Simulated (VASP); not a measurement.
# CO2 (P2_1/c) in VASP: notebook

The runs below take CO2 through single point, with PBEsol.

All numbers are computed with VASP 6.6.1; they aren't measurements. Logs are shortened: lines on timing, memory, paths and dates and some standing lists are left out, and cuts for length are marked.

## (1) The cell of the first run

It takes space group P2_1/c (No. 14, monoclinic). Conventional cell: a = 4.595 Å, b = 4.595 Å, c = 6.503 Å, α = 90.00°, β = 132.62°, γ = 90.00°. Within 1.6 Å of C (site symmetry -1) lie 2 O at 1.17 Å. O (site symmetry 1) has 1 C at 1.17 Å within 1.6 Å.

## (2) Single point, PBEsol (shear of c along a, cell held: +4.0 %, then relaxed in part)

INCAR reads:

```
PREC = Accurate ; ENCUT = 520
EDIFF = 1E-6 ; ISMEAR = 0
SIGMA = 0.02 ; LREAL = F
LASPH = T ; NELM = 100
ALGO = Normal ; ISIF = 2
LWAVE = F ; LCHARG = F
GGA = PS ; NBANDS = 25
```

KPOINTS reads:

```
regular mesh
0
Gamma
  6 6 6
```

POSCAR reads:

```
CO2
1.0
    4.5946341885      0.0000000000      0.0000000000
    0.0000000000      4.5946341885      0.0000000000
    0.1913922767      0.0000000000      4.7848069164
C O
2 4
Direct
    0.5000000000      0.5000000000      0.5000000000
    0.0000000000      0.0000000000      0.0000000000
    0.3203915717      0.6796084283      0.5000000000
    0.6796084283      0.3203915717      0.5000000000
    0.1796084283      0.1796084283      0.0000000000
    0.8203915717      0.8203915717      0.0000000000
```

Potentials or basis: VASP PAW PBE potentials, release 64 (C, O).

On the command line:

```console
> cat potpaw_PBE.64/C/POTCAR potpaw_PBE.64/O/POTCAR > POTCAR
> mpirun -np 1 vasp_std > vasp.out
```

OUTCAR:

```text
PREC = Accurate
   ENCUT = 520
   EDIFF = 1E-6
   ISMEAR = 0
   LREAL = F
   LASPH = T
   NELM = 100
   ISIF = 2
   GGA = PS

 ion  position               nearest neighbor table
   1  0.500  0.500  0.500-   3 1.17   4 1.17
   2  0.000  0.000  0.000-   5 1.17   6 1.17
   3  0.320  0.680  0.500-   1 1.17
   4  0.680  0.320  0.500-   1 1.17
   5  0.180  0.180  0.000-   2 1.17
   6  0.820  0.820  0.000-   2 1.17

  LATTYP: Found a simple monoclinic cell.
 ALAT       =     4.5946341885
 B/A-ratio  =     1.0000000000
 C/A-ratio  =     1.0422229574
 COS(beta)  =    -0.0399680384

  Lattice vectors:

 A1 = (   4.5946341885,   0.0000000000,   0.0000000000)
 A2 = (   0.0000000000,  -4.5946341885,   0.0000000000)
 A3 = (  -0.1913922767,   0.0000000000,  -4.7848069164)

Analysis of symmetry for initial positions (statically):
=====================================================================
 Subroutine PRICEL returns:
 Original cell was already a primitive cell.

 Routine SETGRP: Setting up the symmetry group for a
 simple monoclinic supercell.

 Subroutine GETGRP returns: Found  4 space group operations
 (whereof  2 operations were pure point group operations)
 out of a pool of  4 trial point group operations.

The static configuration has the point symmetry S_2 .
 The point group associated with its full space group is C_2h.

Analysis of symmetry for dynamics (positions and initial velocities):
=====================================================================
 Subroutine PRICEL returns:
 Original cell was already a primitive cell.

 Routine SETGRP: Setting up the symmetry group for a
 simple monoclinic supercell.

 Subroutine GETGRP returns: Found  4 space group operations
 (whereof  2 operations were pure point group operations)
 out of a pool of  4 trial point group operations.

The dynamic configuration has the point symmetry S_2 .
 The point group associated with its full space group is C_2h.

 Subroutine INISYM returns: Found  4 space group operations
 (whereof  2 operations are pure point group operations),
 and found     1 'primitive' translations

----------------------------------------------------------------------------------------

                                     Primitive cell

  volume of cell :     101.0104

  direct lattice vectors                    reciprocal lattice vectors
     4.594634188  0.000000000  0.000000000     0.217645183  0.000000000 -0.008705807
     0.000000000  4.594634188  0.000000000     0.000000000  0.217645183  0.000000000
     0.191392277  0.000000000  4.784806916     0.000000000  0.000000000  0.208994849

  length of vectors
     4.594634188  4.594634188  4.788633232     0.217819230  0.217645183  0.208994849

  position of ions in fractional coordinates (direct lattice)
     0.500000000  0.500000000  0.500000000
     0.000000000  0.000000000  0.000000000
     0.320391572  0.679608428  0.500000000
     0.679608428  0.320391572  0.500000000
     0.179608428  0.179608428  0.000000000
     0.820391572  0.820391572  0.000000000

  ion indices of the primitive-cell ions
   primitive index   ion index
                 1           1
                 2           2
                 3           3
                 4           4
                 5           5
                 6           6

----------------------------------------------------------------------------------------

 KPOINTS: regular mesh

Automatic generation of k-mesh.
 Grid dimensions read from file:
 generate k-points for:    6    6    6

 Generating k-lattice:

  Cartesian coordinates                     Fractional coordinates (reciprocal lattice)
     0.036274197  0.000000000 -0.001450968     0.166666667  0.000000000  0.000000000
     0.000000000  0.036274197  0.000000000     0.000000000  0.166666667  0.000000000
     0.000000000  0.000000000  0.034832475     0.000000000  0.000000000  0.166666667

  Length of vectors
     0.036303205  0.036274197  0.034832475

  Shift w.r.t. Gamma in fractional coordinates (k-lattice)
     0.000000000  0.000000000  0.000000000

 Subroutine IBZKPT returns following result:
 ===========================================

 Found     80 irreducible k-points:

 Following reciprocal coordinates:
            Coordinates               Weight
  0.000000  0.000000  0.000000      1.000000
  0.166667  0.000000 -0.000000      2.000000
  0.333333  0.000000 -0.000000      2.000000
  0.500000  0.000000  0.000000      1.000000
  0.000000  0.166667  0.000000      2.000000
  0.166667  0.166667 -0.000000      4.000000
[... 16 lines left out ...]
  0.000000  0.166667  0.166667      4.000000
  0.166667  0.166667  0.166667      4.000000
 [... further k-points ...]
   k-points           NKPTS =     80   k-points in BZ     NKDIM =     80   number of bands    NBANDS=     25
   number of dos      NEDOS =    301   number of ions     NIONS =      6
   total plane-waves  NPLWV =  46656
   dimension x,y,z NGX =    36 NGY =   36 NGZ =   36
   dimension x,y,z NGXF=    72 NGYF=   72 NGZF=   72
   ions per type =               2   4
   NGX,Y,Z   is equivalent  to a cutoff of  13.03, 13.03, 12.50 a.u.
   NGXF,Y,Z  is equivalent  to a cutoff of  26.05, 26.05, 25.00 a.u.
 SYSTEM =  unknown system
   PREC   = accura    normal or accurate (medium, high low for compatibility)
   ISTART =      0    job   : 0-new  1-cont  2-samecut
   ICHARG =      2    charge: 1-file 2-atom 10-const
   ISPIN  =      1    spin polarized calculation?
   LNONCOLLINEAR =      F non collinear calculations
   LSORBIT =      F    spin-orbit coupling
   LASPH  =      T    aspherical Exc in radial PAW
   ENCUT  =  520.0 eV  38.22 Ry    6.18 a.u.   8.54  8.54  8.90*2*pi/ulx,y,z
   NELM   =    100;   NELMIN=  2; NELMDL= -5     # of ELM steps
   EDIFF  = 0.1E-05   stopping-criterion for ELM
   LREAL  =      F    real-space projection
   EDIFFG = 0.1E-04   stopping-criterion for IOM
   NSW    =      0    number of steps for IOM
   IBRION =     -1    ionic relax: 0-MD 1-quasi-New 2-CG
   NFREE  =      0    steps in history (QN), initial steepest desc. (CG)
   ISIF   =      2    stress and relaxation
   ISYM   =      2    0-nonsym 1-usesym 2-fastsym
   POTIM  = 0.5000    time-step for ionic-motion
   TEBEG  =    0.0;   TEEND  =   0.0 temperature during run
   PSTRESS=    0.0 pullay stress
   NELECT =      32.0000    total number of electrons
   NUPDOWN=      -1.0000    fix difference up-down
   EMIN   =  10.00;   EMAX   =-10.00  energy-range for DOS
   EFERMI =   0.00;   METHOD = LEGACY
   ISMEAR =     0;   SIGMA  =   0.02  broadening in eV -4-tet -1-fermi 0-gaus
   EFERMI_NEDOS =   21; number of points for ismear=-14 and -15
   IALGO  =     38    algorithm
   IMIX   =      4    mixing-type and parameters
     AMIX     =   0.40;   BMIX     =  1.00
     AMIX_MAG =   1.60;   BMIX_MAG =  1.00
  volume/ion in A,a.u.               =      16.84       113.61
  Fermi-wavevector in a.u.,A,eV,Ry     =   1.116013  2.108959 16.945863  1.245486
  Thomas-Fermi vector in A             =   2.252623
   LORBIT       =      0    0 simple, 1 ext, 2 COOP (PROOUT), +10 PAW based schemes
   GGA     = PS    functional components
   LHFCALC =     F    Hartree Fock is set to
   AEXX    =    0.0000 exact exchange contribution
   IVDW    =     0    specifies the selected vdW correction
   LEPSILON=     F    determine dielectric tensor
   LRPA    =     F    only Hartree local field effects (RPA)
 non-spin polarized calculation
 Gauss-broadening in eV      SIGMA  =   0.02
  energy-cutoff  :      520.00
  volume of cell :      101.01
 maximum number of plane-waves:      2740
 NGX is ok and might be reduce to    36
   NGX = 17   NGY = 17   NGZ = 17

 number of electron      32.0000005 magnetization

 Free energy of the ion-electron system (eV)
  ---------------------------------------------------
  ext. energy  EPLUGINS =         0.00000000
  ---------------------------------------------------
  free energy    TOTEN  =       -47.63669757 eV

  energy without entropy =      -47.63669757  energy(sigma->0) =      -47.63669757

 E-fermi :  -4.1424     XC(G=0):  -7.3018

 val. band max:       -4.3093588957   @ k =   0.5000   0.5000   0.5000
 cond. band min:       2.2594707616   @ k =   0.0000   0.0000   0.0000
 fundamental gap:      6.5688296573
 Fermi energy:        -4.1424472670

 k-point     1 :       0.0000    0.0000    0.0000
  band No.  band energies     occupation
      1     -24.7807      2.00000
      2     -24.6155      2.00000
      3     -23.6790      2.00000
      4     -23.6778      2.00000
      5      -9.4519      2.00000
      6      -9.2392      2.00000
[... 17 lines left out ...]
     24      10.5346      0.00000
     25      10.6332      0.00000

 k-point     2 :       0.1667    0.0000   -0.0000
  band No.  band energies     occupation
      1     -24.7669      2.00000
      2     -24.6234      2.00000
      3     -23.6820      2.00000
      4     -23.6815      2.00000
      5      -9.4271      2.00000
      6      -9.2658      2.00000
[... 17 lines left out ...]
     24       9.9485      0.00000
     25      10.5231      0.00000

 k-point     3 :       0.3333    0.0000   -0.0000
  band No.  band energies     occupation
      1     -24.7304      2.00000
      2     -24.6469      2.00000
      3     -23.6884      2.00000
      4     -23.6879      2.00000
      5      -9.3751      2.00000
      6      -9.3101      2.00000
[... 552 lines left out ...]
 k-point    23 :       0.0000    0.1667    0.1667
  band No.  band energies     occupation
      1     -24.7569      2.00000
      2     -24.6325      2.00000
      3     -23.6824      2.00000
      4     -23.6809      2.00000
      5      -9.4360      2.00000
      6      -9.2903      2.00000
[... 17 lines left out ...]
     24      10.0212      0.00000
     25      10.5690      0.00000

 k-point    24 :       0.1667    0.1667    0.1667
  band No.  band energies     occupation
      1     -24.7477      2.00000
      2     -24.6347      2.00000
      3     -23.6865      2.00000
      4     -23.6838      2.00000
      5      -9.4147      2.00000
      6      -9.2984      2.00000
[... 17 lines left out ...]
     24       9.3881      0.00000
     25      10.3379      0.00000

 [... further k-points ...]

------------------------ aborting loop because EDIFF is reached ----------------------------------------

  FORCE on cell =-STRESS in cart. coord.  units (eV):
  Direction    XX          YY          ZZ          XY          YZ          ZX
  --------------------------------------------------------------------------------------
  -------------------------------------------------------------------------------------
  Total        1.4967845      1.4925925     -0.1806210      0.0000000      0.0000000     -0.0682914
  in kB       23.7412486     23.6747579     -2.8649195      0.0000000      0.0000000     -1.0832039
  external PRESSURE =      14.8503623 kB  Pullay stress =       0.0000000 kB

 VOLUME and BASIS-vectors are now :
 -----------------------------------------------------------------------------
  energy-cutoff  :      520.00
  volume of cell :      101.01
      direct lattice vectors                 reciprocal lattice vectors
     4.594634188  0.000000000  0.000000000     0.217645183  0.000000000 -0.008705807
     0.000000000  4.594634188  0.000000000     0.000000000  0.217645183  0.000000000
     0.191392277  0.000000000  4.784806916     0.000000000  0.000000000  0.208994849

 POSITION                                       TOTAL-FORCE (eV/Angst)
 -----------------------------------------------------------------------------------
      2.39301      2.29732      2.39240         0.000000      0.000000      0.000000
      0.00000      0.00000      0.00000        -0.000000      0.000000      0.000000
      1.56778      3.12255      2.39240        -0.497934      0.497534      0.004581
      3.21825      1.47208      2.39240         0.497934     -0.497534     -0.004581
      0.82524      0.82524      0.00000         0.497934      0.497534     -0.004581
      3.76940      3.76940      0.00000        -0.497934     -0.497534      0.004581
 -----------------------------------------------------------------------------------
    total drift:                                0.000000      0.000000     -0.000000

  FREE ENERGIE OF THE ION-ELECTRON SYSTEM (eV)
  ---------------------------------------------------
  free  energy   TOTEN  =       -47.6366975742 eV

  energy  without entropy=      -47.6366975742  energy(sigma->0) =      -47.63669757
```

Wall time 4.9 min (1 thread of Intel Xeon 8259CL, shared host); peak memory 0.29 GiB.

Results:

* Free energy: -47.6367 eV
* Pressure: 1.5 GPa
* Largest force: 0.704 eV/Å
* Band gap on the k mesh: 6.57 eV (least direct gap 6.76 eV)

Forces in eV/Å, atoms in the order of the input:
```
C    0.000  0.000  0.000
C    0.000  0.000  0.000
O   -0.498  0.498  0.005
O    0.498 -0.498 -0.005
O    0.498  0.498 -0.005
O   -0.498 -0.498  0.005
```

Caveat: the cell differs from its parent crystal (shear of c along a, cell held: +4.0 %, then relaxed in part); this functional lacks dispersion, which holds the molecules together, so the pressure and a relaxed volume are unreliable; the PAW data sets were made with another functional, which shifts forces and pressure a little.

## (3) Single point, PBEsol

INCAR reads:

```
SYSTEM = CO2
  PREC = Accurate
  ENCUT = 520
  EDIFF = 1E-7
  ISMEAR = 0
  SIGMA = 0.02
  LREAL = .False.
  LASPH = .True.
  NELM = 60
  ALGO = Normal
  ISIF = 2
  LWAVE = .False.
  LCHARG = .False.
  GGA = PS
  NBANDS = 25
```

KPOINTS reads:

```
Automatic mesh
0
Gamma
  6 6 6
  0 0 0
```

POSCAR is that of step 2.

Potentials or basis: VASP PAW PBE potentials, release 64 (C, O).

On the command line:

```console
> cat potpaw_PBE.64/C/POTCAR potpaw_PBE.64/O/POTCAR > POTCAR
> mpirun -np 1 vasp_std > vasp.out
```

Wall time 3.7 min (1 thread of Intel Xeon 8259CL, shared host); peak memory 0.3 GiB.

It converged, with:

| Property | Result |
| --- | --- |
| Free energy | -47.6367 eV |
| Pressure | 1.5 GPa |
| Largest force | 0.704 eV/Å |
| Band gap on the k mesh | 6.57 eV (least direct gap 6.76 eV) |

Forces in eV/Å, atoms in the order of the input:
```
C    0.000  0.000  0.000
C    0.000  0.000  0.000
O   -0.498  0.498  0.005
O    0.498 -0.498 -0.005
O    0.498  0.498 -0.005
O   -0.498 -0.498  0.005
```

Stress tensor (GPa, compression positive):
```
 2.37  0.00 -0.11
 0.00  2.37  0.00
-0.11  0.00 -0.29
```

Levels at points of the mesh, in eV from the valence-band top:
| k point | band 14 | band 15 | band 16 | band 17 | band 18 | band 19 |
| --- | --- | --- | --- | --- | --- | --- |
| (0.00, 0.00, 0.00) | -0.28 | -0.26 | -0.20 | 6.57 | 7.89 | 8.25 |
| (0.50, 0.00, 0.00) | -0.28 | -0.27 | -0.27 | 8.27 | 8.27 | 8.39 |
| (0.00, 0.50, 0.00) | -0.29 | -0.27 | -0.27 | 8.27 | 8.27 | 8.38 |
| (0.50, 0.50, 0.00) | -0.36 | 0.00 | 0.00 | 8.38 | 8.38 | 8.47 |
| (0.00, 0.00, 0.50) | -0.54 | -0.28 | -0.28 | 8.02 | 8.02 | 8.33 |
| (0.50, 0.00, 0.50) | -0.50 | -0.15 | -0.09 | 8.16 | 8.17 | 8.59 |
| (0.00, 0.50, 0.50) | -0.52 | -0.12 | -0.12 | 8.16 | 8.16 | 8.59 |
| (0.50, 0.50, 0.50) | -0.30 | 0.00 | 0.00 | 7.99 | 7.99 | 8.44 |

Caveat: this functional lacks dispersion, which holds the molecules together, so the pressure and a relaxed volume are unreliable; the PAW data sets were made with another functional, which shifts forces and pressure a little. A k mesh can miss the band edges.

## (4) Single point, PBEsol (shear of c along a, cell held: +6.0 %, then relaxed in part)

INCAR reads:

```
SYSTEM = CO2
PREC = Accurate ; ENCUT = 520
EDIFF = 1E-6 ; ISMEAR = 0
SIGMA = 0.02 ; LREAL = .False.
LASPH = .True. ; NELM = 100
ALGO = Normal ; ISIF = 2
LWAVE = .False. ; LCHARG = .False.
GGA = PS ; NBANDS = 25
```

KPOINTS is that of step 3.

POSCAR: that of step 3 with these lines changed.

```diff
@@ -4,3 +4,3 @@
     0.0000000000      4.5946341885      0.0000000000
-    0.1913922767      0.0000000000      4.7848069164
+    0.2870884150      0.0000000000      4.7848069164
 C O
```

On the command line:

```console
> cat potpaw_PBE.64/C/POTCAR potpaw_PBE.64/O/POTCAR > POTCAR
> mpirun -np 1 vasp_std > vasp.out
```

It took 4.1 min on 1 thread of Intel Xeon 8259CL, shared host; peak memory 0.3 GiB.

Results (log left out):

| Quantity | Value |
| --- | --- |
| Free energy | -47.6350 eV |
| Pressure | 1.5 GPa |
| Largest force | 0.703 eV/Å |
| Band gap on the k mesh | 6.57 eV (least direct gap 6.74 eV) |

Forces on the atoms (eV/Å):
```
C    0.000  0.000  0.000
C    0.000  0.000  0.000
O   -0.498  0.497  0.007
O    0.498 -0.497 -0.007
O    0.498  0.497 -0.007
O   -0.498 -0.497  0.007
```

Stress tensor (GPa, compression positive):
```
 2.38  0.00 -0.16
 0.00  2.37  0.00
-0.16  0.00 -0.27
```

Levels at points of the mesh, in eV from the valence-band top:
| k point | band 12 | band 13 | band 14 | band 15 | band 16 | band 17 | band 18 | band 19 | band 20 | band 21 |
| --- | --- | --- | --- | --- | --- | --- | --- | --- | --- | --- |
| (0.00, 0.00, 0.00) | -3.44 | -0.86 | -0.30 | -0.27 | -0.18 | 6.57 | 7.89 | 8.25 | 8.26 | 8.99 |
| (0.50, 0.00, 0.00) | -3.70 | -0.28 | -0.28 | -0.27 | -0.27 | 8.27 | 8.27 | 8.38 | 8.38 | 8.92 |
| (0.00, 0.50, 0.00) | -3.70 | -0.29 | -0.29 | -0.27 | -0.27 | 8.27 | 8.27 | 8.38 | 8.38 | 8.91 |
| (0.50, 0.50, 0.00) | -3.62 | -0.36 | -0.36 | 0.00 | 0.00 | 8.36 | 8.36 | 8.49 | 8.49 | 9.43 |
| (0.00, 0.00, 0.50) | -3.75 | -0.54 | -0.54 | -0.27 | -0.27 | 8.03 | 8.03 | 8.33 | 8.33 | 8.77 |
| (0.50, 0.00, 0.50) | -3.43 | -0.56 | -0.49 | -0.16 | -0.07 | 8.16 | 8.17 | 8.58 | 8.61 | 9.40 |
| (0.00, 0.50, 0.50) | -3.46 | -0.52 | -0.52 | -0.12 | -0.12 | 8.16 | 8.16 | 8.60 | 8.60 | 9.57 |
| (0.50, 0.50, 0.50) | -3.75 | -0.30 | -0.30 | 0.00 | 0.00 | 7.99 | 7.99 | 8.44 | 8.44 | 10.87 |

Caveat: the cell differs from its parent crystal (shear of c along a, cell held: +6.0 %, then relaxed in part); this functional lacks dispersion, which holds the molecules together, so the pressure and a relaxed volume are unreliable; the PAW data sets were made with another functional, which shifts forces and pressure a little. A k mesh can miss the band edges.

(Continued in part 2 of 2.)
